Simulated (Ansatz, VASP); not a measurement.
## Be in VASP and in Ansatz

The input INCAR:

```
PREC = Accurate ; ENCUT = 520
EDIFF = 1E-6 ; ISMEAR = -1
SIGMA = 0.1 ; LREAL = False
LASPH = True ; NELM = 100
ALGO = Normal ; ISIF = 2
LWAVE = False ; LCHARG = True
GGA = PS ; LELF = True
LVHAR = True ; NBANDS = 7
```

File KPOINTS:

```
regular mesh
0
Gamma
  28 28 28
```

POSCAR

```
Be
1.0
    0.0000000000      1.6346714395      1.6346714395
    1.6346714395      0.0000000000      1.6346714395
    1.6346714395      1.6346714395      0.0000000000
Be
1
Direct
    0.0000000000      0.0000000000      0.0000000000
```

Input for Ansatz:

```yaml
crystal:
  lattice:
    - [0.0, 1.6346714395, 1.6346714395]
    - [1.6346714395, 0.0, 1.6346714395]
    - [1.6346714395, 1.6346714395, 0.0]
  atoms:
    - { symbol: Be, position: [0.0, 0.0, 0.0] }
hamiltonian:
  xc: pbesol
  pseudopotentials:
    kind: paw
    azcp:
      Be: "pseudopotentials/Be.paw.azcp"
basis:
  ecutwfc: 420
  fft_grid_basis: typed
kpoints:
  mp_grid: { grid: [28, 28, 28], shift: [0, 0, 0] }
magnetization:
  spin_polarized: false
scf:
  occupations: { method: fermi_dirac, width: 0.1 }
output:
  stress: true
  write_density: true
  write_potential: true
  elf: true
  volumetric_format: npy
```

Alike in both runs: task single point; functional PBEsol; k mesh 28 × 28 × 28; occupations fermi-dirac, width 0.1 eV; no spin polarisation.

```csv
,VASP,Ansatz
version,VASP 6.6.1,Ansatz 0.2.0
potentials or method,"VASP PAW PBE potentials, release 64 (Be), cutoff 520 eV","plane waves (420 eV) with PAW, scalar-relativistic"
valence electrons in the cell,2,2
```

|  | VASP | Ansatz | Ansatz less VASP |
| --- | --- | --- | --- |
| pressure (GPa) | -11.0 | -11.2 | -0.26 |

VASP's potentials were made for PBE, not for PBEsol, and Ansatz warns of the same on its side.
